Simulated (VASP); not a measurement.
# Sn (I4/mmm) in VASP: notebook, part 2 of 2

VASP 6.6.1.

## 4. Single point, PBEsol+D3(BJ)

Input file INCAR:

```
PREC = Accurate
ENCUT = 520
EDIFF = 1E-7
ISMEAR = 0
SIGMA = 0.15
LREAL = F
LASPH = T
NELM = 80
ALGO = Fast
ISIF = 2
LWAVE = F
LCHARG = F
GGA = PS
IVDW = 12
NBANDS = 13
```

Input file KPOINTS:

```
Automatic mesh
0
Gamma
  20 20 20
```

Input file POSCAR:

```
Sn
1.0
   -1.7829356241      1.7829356241      2.1395227489
    1.7829356241     -1.7829356241      2.1395227489
    1.7829356241      1.7829356241     -2.1395227489
Sn
1
Direct
    0.0000000000      0.0000000000      0.0000000000
```

Command:

```
$ cat potpaw_PBE.64/Sn_d/POTCAR > POTCAR
$ mpirun -np 1 vasp_std > vasp.out
```

Wall time 8.4 min (1 thread of Intel Xeon 8259CL, shared host); peak memory 0.34 GiB.

It converged, with:

```
Free energy                : -4.6227 eV
Pressure                   : -4.1 GPa
Band gap on the k mesh     : zero (bands 7 and 8 overlap by 9.75 eV)
Dispersion energy per atom : -0.389 eV
```

Stress tensor (GPa, compression positive):
```
-4.12  0.00  0.00
 0.00 -4.12  0.00
 0.00  0.00 -4.02
```

Levels at points of the mesh, in eV from the Fermi level:
```csv
k point,band 5,band 6,band 7,band 8,band 9,band 10
"(0.00, 0.00, 0.00)",-21.34,-11.15,7.54,7.84,7.84,10.93
"(0.50, 0.00, 0.00)",-21.28,-6.75,-4.61,4.51,6.23,9.01
"(0.50, 0.50, 0.00)",-21.26,-5.68,-4.08,2.44,3.46,6.35
"(0.50, 0.50, 0.50)",-21.28,-3.39,-2.45,0.72,0.72,4.02
```

Caveat: the cell stands under tension; the PAW data sets were made with another functional, which shifts forces and pressure a little; spin-orbit coupling is left out, which moves the levels of the heavy elements.

## 5. Single point, PBEsol+D3(BJ)

Input file INCAR:

```
PREC     = Accurate       # precision mode
ENCUT    = 520            # plane-wave cutoff, eV
EDIFF    = 1E-6           # SCF threshold, eV
ISMEAR   = 0              # smearing method
SIGMA    = 0.15           # smearing width, eV
LREAL    = False          # projectors in reciprocal space
LASPH    = True           # aspherical terms in the spheres
NELM     = 60             # most SCF steps
ALGO     = Fast           # electronic algorithm
ISIF     = 2              # what is computed and relaxed
LWAVE    = False          # write WAVECAR
LCHARG   = False          # write CHGCAR
GGA      = PS             # functional
IVDW     = 12             # dispersion correction
NBANDS   = 13             # bands
```

KPOINTS is that of step 4.

Input file POSCAR:

```
Sn
1.0
   -2.0582488288      2.0582488288      1.6054340865
    2.0582488288     -2.0582488288      1.6054340865
    2.0582488288      2.0582488288     -1.6054340865
Sn
1
Direct
    0.0000000000      0.0000000000      0.0000000000
```

Potentials or basis: VASP PAW PBE potentials, release 64 (Sn_d).

Command:

```
$ cat potpaw_PBE.64/Sn_d/POTCAR > POTCAR
$ mpirun -np 1 vasp_std > vasp.out
```

OUTCAR:

```text
PREC = Accurate
   ENCUT = 520
   EDIFF = 1E-6
   ISMEAR = 0
   LREAL = False
   LASPH = True
   NELM = 60
   ISIF = 2
   GGA = PS
   IVDW = 12
 IVDW          = 12

 ion  position               nearest neighbor table
   1  0.000  0.000  0.000-

  LATTYP: Found a body centered tetragonal cell.
 ALAT       =     4.1164976576
 C/A-ratio  =     0.7800000000

  Lattice vectors:

 A1 = (  -2.0582488288,   2.0582488288,   1.6054340865)
[... 566 lines left out ...]
     13      23.8789      0.00000

 [... further k-points ...]

------------------------ aborting loop because EDIFF is reached ----------------------------------------

 Edisp (eV)   -0.38907

 E8    (eV) :    -0.2743

  FORCE on cell =-STRESS in cart. coord.  units (eV):
  Direction    XX          YY          ZZ          XY          YZ          ZX
  --------------------------------------------------------------------------------------
  -------------------------------------------------------------------------------------
  Total      -0.74048    -0.74048    -0.27090     0.00000     0.00000     0.00000
  in kB     -43.60868   -43.60868   -15.95393     0.00000     0.00000     0.00000
  external pressure =      -34.39 kB  Pullay stress =        0.00 kB

 VOLUME and BASIS-vectors are now :
 -----------------------------------------------------------------------------
  energy-cutoff  :      520.00
  volume of cell :       27.20
      direct lattice vectors                 reciprocal lattice vectors
    -2.058248829  2.058248829  1.605434087     0.000000000  0.242924953  0.311442247
     2.058248829 -2.058248829  1.605434087     0.242924953  0.000000000  0.311442247
     2.058248829  2.058248829 -1.605434087     0.242924953  0.242924953  0.000000000

 POSITION                                       TOTAL-FORCE (eV/Angst)
 -----------------------------------------------------------------------------------
      0.00000      0.00000      0.00000         0.000000      0.000000      0.000000
 -----------------------------------------------------------------------------------
    total drift:                               -0.000000     -0.000000     -0.000000

  FREE ENERGIE OF THE ION-ELECTRON SYSTEM (eV)
  ---------------------------------------------------
  free  energy   TOTEN  =        -4.6151742631 eV

  energy  without entropy=       -4.6097403721  energy(sigma->0) =       -4.61245732
```

OSZICAR:

```text
N       E                     dE             d eps       ncg     rms          rms(c)
DAV:   1     0.796656130217E+02    0.79666E+02   -0.71407E+03 17202   0.160E+03
DAV:   2     0.135482251103E+01   -0.78311E+02   -0.75863E+02 17666   0.338E+02
DAV:   3    -0.412912173701E+01   -0.54839E+01   -0.54612E+01 19987   0.727E+01
DAV:   4    -0.424281229559E+01   -0.11369E+00   -0.11367E+00 19834   0.112E+01
DAV:   5    -0.424671257139E+01   -0.39003E-02   -0.39002E-02 21925   0.202E+00    0.140E+00
RMM:   6    -0.423099467958E+01    0.15718E-01   -0.14475E-02 21118   0.161E+00    0.783E-01
RMM:   7    -0.422627650819E+01    0.47182E-02   -0.10138E-02 20988   0.122E+00    0.117E-01
RMM:   8    -0.422606558295E+01    0.21093E-03   -0.94241E-04 23473   0.431E-01    0.289E-02
RMM:   9    -0.422609939603E+01   -0.33813E-04   -0.35055E-04 26019   0.171E-01    0.242E-02
RMM:  10    -0.422610081475E+01   -0.14187E-05   -0.47482E-05 22348   0.995E-02    0.746E-03
RMM:  11    -0.422610185044E+01   -0.10357E-05   -0.23958E-05 25867   0.510E-02    0.575E-03
RMM:  12    -0.422610212897E+01   -0.27853E-06   -0.41405E-06 17354   0.210E-02
   1 F= -.46151743E+01 E0= -.46124573E+01  d E =-.543389E-02
```

Run time: 6.2 min. Hardware: 1 thread of Intel Xeon 8259CL, shared host; peak memory 0.34 GiB.

Results:

* Free energy: -4.6152 eV
* Pressure: -3.4 GPa
* Band gap on the k mesh: zero (bands 7 and 8 overlap by 8.34 eV)
* Dispersion energy per atom: -0.389 eV

Caveat: the cell stands under tension; the PAW data sets were made with another functional, which shifts forces and pressure a little; spin-orbit coupling is left out, which moves the levels of the heavy elements.

## 6. Overview

| cell | further INCAR settings | gap on the mesh (eV) | pressure (GPa) |
| --- | --- | --- | --- |
| a = 3.363 Å, angles 101.5, 101.5, 126.9°, 1 atom | ALGO = Fast; EDIFF = 1e-06; NBANDS = 13 | none | -1.8 |
| a = 3.300 Å, angles 105.4, 105.4, 118.0°, 1 atom | ALGO = Fast; EDIFF = 1e-07; NBANDS = 13 | none | -4.2 |
| a = 3.307 Å, angles 114.7, 114.7, 99.4°, 1 atom | ALGO = Fast; EDIFF = 1e-07; NBANDS = 13 | none | -4.1 |
| a = 3.324 Å, angles 103.5, 103.5, 122.2°, 1 atom | ALGO = Fast; EDIFF = 1e-06; NBANDS = 13 | none | -3.4 |

Alike in all rows: task single point; level PBEsol+D3(BJ); potentials or basis VASP PAW PBE potentials, release 64 (Sn_d); no spin polarisation; k mesh 20 × 20 × 20; cutoff (eV) 520; smearing gaussian 0.15 eV.

Caveats: the PAW data sets were made with another functional, which shifts forces and pressure a little; spin-orbit coupling is left out, which moves the levels of the heavy elements; the cell stands under tension (at least some runs).

Absolute energies hang on the potentials; compare differences alone.
